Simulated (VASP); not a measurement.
**Zn: single point with PBEsol**

Crystal: Zn.

```xyz
2
Lattice="2.7048 0.0000 0.0000 -1.3524 2.3424 0.0000 0.0000 0.0000 5.0951" Properties=species:S:1:pos:R:3 pbc="T T T"
Zn    0.0000    1.5616    1.2738
Zn    1.3524    0.7808    3.8213
```

This cell differs from its parent crystal: strain +0.015 along x and y, +0.030 along z.

* Program: VASP 6.6.1
* Task: single point
* Functional: PBEsol
* Potentials or basis: VASP PAW PBE potentials, release 64 (Zn)
* Cutoff: 520 eV
* k mesh: 24 × 24 × 10
* Occupations: gaussian, width 0.15 eV
* Spin: no spin polarisation

The pressure is -7.9 GPa and the band gap on the k mesh is zero (bands 12 and 13 overlap by 4.70 eV).

Stress tensor (GPa, compression positive):
```
-9.03  0.00  0.00
 0.00 -9.03  0.00
 0.00  0.00 -5.55
```

Levels at points of the mesh, in eV from the Fermi level:
```csv
k point,band 8,band 9,band 10,band 11,band 12,band 13,band 14,band 15,band 16,band 17
"(0.00, 0.00, 0.00)",-7.13,-7.13,-6.96,-6.96,-3.39,-3.21,12.63,16.27,16.94,16.94
"(0.50, 0.00, 0.00)",-6.97,-6.78,-6.76,-2.60,-2.04,2.40,3.50,3.67,5.57,9.96
"(0.00, 0.00, 0.50)",-7.39,-7.03,-7.03,-7.03,-7.03,4.16,4.16,18.12,18.12,18.12
"(0.50, 0.00, 0.50)",-6.98,-6.77,-6.77,-1.65,-1.65,0.05,0.05,9.57,9.57,11.63
```

It took 2.6 min on 1 thread of Intel(R) Xeon(R) Platinum 8488C (Sapphire Rapids), with other jobs on the host, peak memory 0.28 GiB.

Caveat: the cell differs from its parent crystal (strain +0.015 along x and y, +0.030 along z); the cell stands under tension; the PAW data sets were made with another functional, which shifts forces and pressure a little.
